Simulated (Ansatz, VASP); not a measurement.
# One calculation of KF, two programs

```
CELL_PARAMETERS angstrom
0.00000 2.67350 2.67350
2.67350 0.00000 2.67350
2.67350 2.67350 0.00000
ATOMIC_POSITIONS crystal
K 0.04208 0.04208 0.95792
F 0.50000 0.50000 0.50000
```

Change from the starting cell: one atom moved.

Alike in both runs: task single point; functional PBE; k mesh 8 × 8 × 8; occupations gaussian, width 0.02 eV; no spin polarisation.

```csv
,VASP,Ansatz
version,VASP 6.6.1,Ansatz 0.2.0
potentials or method,"VASP PAW PBE potentials, release 64 (K_sv, F), cutoff 520 eV","scalar-relativistic, plane waves, PAW"
valence electrons in the cell,16,16
```

```tsv
	VASP	Ansatz	Ansatz less VASP
gap on the k mesh at the Fermi level (eV)	6.16	6.18	+0.016
least direct gap on the mesh (eV)	6.16	6.18	+0.016
pressure (GPa)	2.1	2.1	-0.07
traceless stress, the component that is largest in VASP (GPa)	1.87	1.80	-0.072
rms of the force components (eV/Å)	0.265	0.254	-0.0107
```

Atom by atom the forces differ by 0.011 eV/Å (rms over components).
